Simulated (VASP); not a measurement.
Here is a VASP 6.6.1 calculation.

Contents of INCAR:

```
  PREC = Accurate
  ENCUT = 520
  EDIFF = 1E-6
  ISMEAR = 0
  SIGMA = 0.05
  LREAL = False
  LASPH = True
  NELM = 60
  ALGO = Normal
  ISIF = 2
  LWAVE = False
  LCHARG = False
  GGA = PE
  NBANDS = 12
```

Contents of KPOINTS:

```
regular mesh
0
Gamma
  8 8 8
```

POSCAR

```
LiCl
1.0
   -0.1226194028      2.5049392283      2.5049392283
    2.5049392283     -0.1226194028      2.5049392283
    2.5049392283      2.5049392283     -0.1226194028
Li Cl
1 1
Direct
    0.0000000000      0.0000000000      0.0000000000
    0.5000000000      0.5000000000      0.5000000000
```

Potentials or basis: VASP PAW PBE potentials, release 64 (Li_sv, Cl).

Command:

```console
$ cat potpaw_PBE.64/Li_sv/POTCAR potpaw_PBE.64/Cl/POTCAR > POTCAR
$ mpirun -np 1 vasp_std > vasp.out
```

**Question.** Predict the band gap on the k mesh.

**Answer.** 6.04 eV, direct.

 A k mesh can miss the band edges.
